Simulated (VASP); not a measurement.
Input of a VASP 6.6.1 run:

The input INCAR:

```
PREC = Accurate
ENCUT = 520
EDIFF = 1E-6
ISMEAR = -1
SIGMA = 0.02
LREAL = False
LASPH = True
NELM = 80
ALGO = Normal
ISIF = 2
LWAVE = False
LCHARG = False
GGA = PE
NBANDS = 16
```

KPOINTS

```
Automatic mesh
0
Gamma
  12 12 6
```

The input POSCAR:

```
BN
1.0
    2.5439500013      0.0000000000      0.0000000000
   -1.2719750007      2.2031253271      0.0000000000
    0.0000000000      0.0000000000      4.2078153363
B N
2 2
Direct
    0.3333333333      0.6666666667      0.0002034648
    0.6666666667      0.3333333333      0.5002034648
    0.3333333333      0.6666666667      0.3747965352
    0.6666666667      0.3333333333      0.8747965352
```

Potentials or basis: VASP PAW PBE potentials, release 64 (B, N).

Run with:

```console
$ cat potpaw_PBE.64/B/POTCAR potpaw_PBE.64/N/POTCAR > POTCAR
$ mpirun -np 1 vasp_std > vasp.out
```

**Question.** Predict the largest force.

**Answer.** 0.009 eV/Å.

**Question.** Predict the band gap on the k mesh.

**Answer.** 5.19 eV, indirect (least direct gap 8.30 eV).

**Question.** Predict the pressure.

**Answer.** 4.9 GPa.

Stress tensor (GPa, compression positive):
```
4.99 0.00 0.00
0.00 4.99 0.00
0.00 0.00 4.83
```

A k mesh can miss the band edges. PBE gaps usually lie below the measured ones, often by a third to a half.
